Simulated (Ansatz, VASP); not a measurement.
# Ge: VASP beside Ansatz

File POSCAR:

```
Ge
1.0
   -2.5358723732      2.5358723732      1.4183738328
    2.5358723732     -2.5358723732      1.4183738328
    2.5358723732      2.5358723732     -1.4183738328
Ge
2
Direct
    0.2500000000      0.7500000000      0.5000000000
    0.5000000000      0.5000000000      0.0000000000
```

The input INCAR.step1:

```
  ALGO = Normal
  EDIFF = 1E-4
  ENCUT = 520
  GGA = PE
  ISMEAR = 0
  LASPH = True
  LCHARG = False
  LREAL = False
  LWAVE = True
  NBANDS = 21
  NELM = 80
  PREC = Accurate
  SIGMA = 0.15
```

The input INCAR.step2:

```
  ALGO = Normal
  EDIFF = 1E-6
  ENCUT = 520
  ISIF = 2
  ISMEAR = 0
  ISTART = 1
  LASPH = True
  LCHARG = True
  LELF = True
  LMIXTAU = True
  LREAL = False
  LVHAR = True
  LWAVE = False
  METAGGA = R2SCAN
  NBANDS = 21
  NELM = 80
  PREC = Accurate
  SIGMA = 0.15
```

File KPOINTS:

```
k-points
0
Gamma
  20 20 20
```

Input for Ansatz:

```yaml
crystal:
  lattice:
    - [-2.5358723732, 2.5358723732, 1.4183738328]
    - [2.5358723732, -2.5358723732, 1.4183738328]
    - [2.5358723732, 2.5358723732, -1.4183738328]
  atoms:
    - { symbol: Ge, position: [0.25, 0.75, 0.5] }
    - { symbol: Ge, position: [0.5, 0.5, 0.0] }
basis:
  ecutwfc: 500
kpoints:
  mp_grid: { grid: [20, 20, 20] }
hamiltonian:
  xc: r2scan
scf:
  occupations: { method: gaussian, width: 0.15 }
output:
  forces: true
  stress: true
  eigenvalues: true
  write_density: true
  write_potential: true
  elf: true
  volumetric_format: npy
```

Change from the starting cell: strain -0.015 along x and y, +0.015 along z, atoms carried along.

Alike in both runs: task single point; functional r2SCAN; k mesh 20 × 20 × 20; occupations gaussian, width 0.15 eV; no spin polarisation.

|  | VASP | Ansatz |
| --- | --- | --- |
| version | VASP 6.6.1 | Ansatz 0.2.0 |
| potentials or method | VASP PAW PBE potentials, release 64 (Ge_d), cutoff 520 eV | scalar-relativistic, plane waves, PAW |
| valence electrons in the cell | 28 | 28 |

|  | VASP | Ansatz | Ansatz less VASP |
| --- | --- | --- | --- |
| gap on the k mesh at the Fermi level (eV) | none | none | - |
| pressure (GPa) | 1.7 | 2.0 | +0.23 |
| traceless stress, the component that is largest in VASP (GPa) | -0.46 | -0.43 | +0.031 |

VASP's potentials were made for PBE, not for r2SCAN. A gap of «none» marks a metal or a gap that the smearing closes.
